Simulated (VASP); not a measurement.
Write the native input for VASP 6.6.1 that does the following.

* Task: single point
* Functional: LDA
* Potentials or basis: VASP PAW LDA potentials, release 64 (Al)
* Cutoff: 520 eV
* k mesh: 18 × 18 × 10
* Occupations: gaussian, width 0.15 eV
* Spin: no spin polarisation
* Dipole correction: no
* Further INCAR settings: ALGO = Normal; EDIFF = 1e-06; NBANDS = 10

The structure of Al lies in POSCAR:

```
Al
1.0
    2.6063000000      0.0000000000      0.0000000000
   -1.3031500000      2.2571220099      0.0000000000
    0.0000000000      0.0000000000      4.4051000000
Al
2
Direct
    0.6666666667      0.3333333333      0.7500000000
    0.3333333333      0.6666666667      0.2500000000
```

These files were run (other wordings do the same):

INCAR

```
ALGO = Normal
EDIFF = 1E-6
ENCUT = 520
GGA = CA
ISIF = 2
ISMEAR = 0
LASPH = T
LCHARG = F
LREAL = F
LWAVE = F
NBANDS = 10
NELM = 60
PREC = Accurate
SIGMA = 0.15
```

KPOINTS

```
k-points
0
Gamma
  18 18 10
```

Potentials or basis: VASP PAW LDA potentials, release 64 (Al).

Launch:

```sh
$ cat potpaw_LDA.64/Al/POTCAR > POTCAR
$ mpirun -np 1 vasp_std > vasp.out
```

Results of the run:

The pressure is 26.7 GPa and the band gap on the k mesh is zero (band 3 reaches 14.78 eV, above the bottom of band 4 at 7.11 eV).

Wall time 35 s on 1 thread of AMD EPYC 7R13 Processor (Zen 3), with other jobs on the host, peak memory 0.12 GiB.
